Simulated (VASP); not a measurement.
Write the native input for VASP 6.6.1 that does the following.

| Quantity | Value |
| --- | --- |
| Task | single point |
| Functional | r2SCAN |
| Potentials or basis | VASP PAW PBE potentials, release 64 (Sn_d, O) |
| Cutoff | 520 eV |
| k mesh | 12 × 12 × 12 |
| Occupations | gaussian, width 0.05 eV |
| Spin | no spin polarisation |
| Dipole correction | no |
| Further INCAR settings | ALGO = Normal; EDIFF = 1e-07; NBANDS = 20 |

The system is SnO2.

```xyz
3
Lattice="1.6818 0.9710 4.4165 -1.6818 0.9710 4.4165 0.0000 -1.9419 4.4165" Properties=species:S:1:pos:R:3 pbc="T T T"
Sn    0.0000    0.0000    6.6248
O     0.0000    0.0000    3.1424
O     0.0000    0.0000   10.1072
```

This cell differs from its parent crystal: strain +0.040 along x and y, -0.080 along z.

One way to write it, as run:

POSCAR

```
SnO2
1.0
    1.6817767982      0.9709742872      4.4165451773
   -1.6817767982      0.9709742872      4.4165451773
    0.0000000000     -1.9419485744      4.4165451773
Sn O
1 2
Direct
    0.5000000000      0.5000000000      0.5000000000
    0.2371700000      0.2371700000      0.2371700000
    0.7628300000      0.7628300000      0.7628300000
```

INCAR.step1

```
PREC     = Accurate       # precision mode
ENCUT    = 520            # plane-wave cutoff, eV
ISMEAR   = 0              # smearing method
SIGMA    = 0.05           # smearing width, eV
LREAL    = F              # projectors in reciprocal space
LASPH    = T              # aspherical terms in the spheres
NELM     = 100            # most SCF steps
NBANDS   = 20             # bands
GGA      = PE             # functional
ALGO     = Normal         # electronic algorithm
EDIFF    = 1E-4           # SCF threshold, eV
LWAVE    = T              # write WAVECAR
LCHARG   = F              # write CHGCAR
```

INCAR.step2

```
PREC     = Accurate       # precision mode
ENCUT    = 520            # plane-wave cutoff, eV
EDIFF    = 1E-7           # SCF threshold, eV
ISMEAR   = 0              # smearing method
SIGMA    = 0.05           # smearing width, eV
LREAL    = F              # projectors in reciprocal space
LASPH    = T              # aspherical terms in the spheres
NELM     = 100            # most SCF steps
ALGO     = Normal         # electronic algorithm
ISIF     = 2              # what is computed and relaxed
LWAVE    = F              # write WAVECAR
LCHARG   = T              # write CHGCAR
METAGGA  = R2SCAN         # meta-GGA
LMIXTAU  = T            
LELF     = T              # ELF
LVHAR    = T            
NBANDS   = 20             # bands
ISTART   = 1
```

KPOINTS

```
regular mesh
0
Gamma
  12 12 12
```

Potentials or basis: VASP PAW PBE potentials, release 64 (Sn_d, O).

Launch:

```bash
$ cat potpaw_PBE.64/Sn_d/POTCAR potpaw_PBE.64/O/POTCAR > POTCAR
$ cp INCAR.step1 INCAR
$ mpirun -np 1 vasp_std > vasp.out
$ cp INCAR.step2 INCAR
$ mpirun -np 1 vasp_std > vasp.out
```

It gave:

| Quantity | Value |
| --- | --- |
| Pressure | -12.7 GPa |
| Largest force | 0.193 eV/Å |
| Band gap on the k mesh | 1.53 eV (least direct gap 1.58 eV) |

Caveat: the cell differs from its parent crystal (strain +0.040 along x and y, -0.080 along z); the stress differs along the axes, from -17 to -4 GPa; the PAW data sets were made with another functional, which shifts forces and pressure a little; spin-orbit coupling is left out, which moves the levels of the heavy elements.

It took 7 min on 1 thread of Intel(R) Xeon(R) 6975P-C (Granite Rapids) (shared host), peak memory 0.31 GiB.
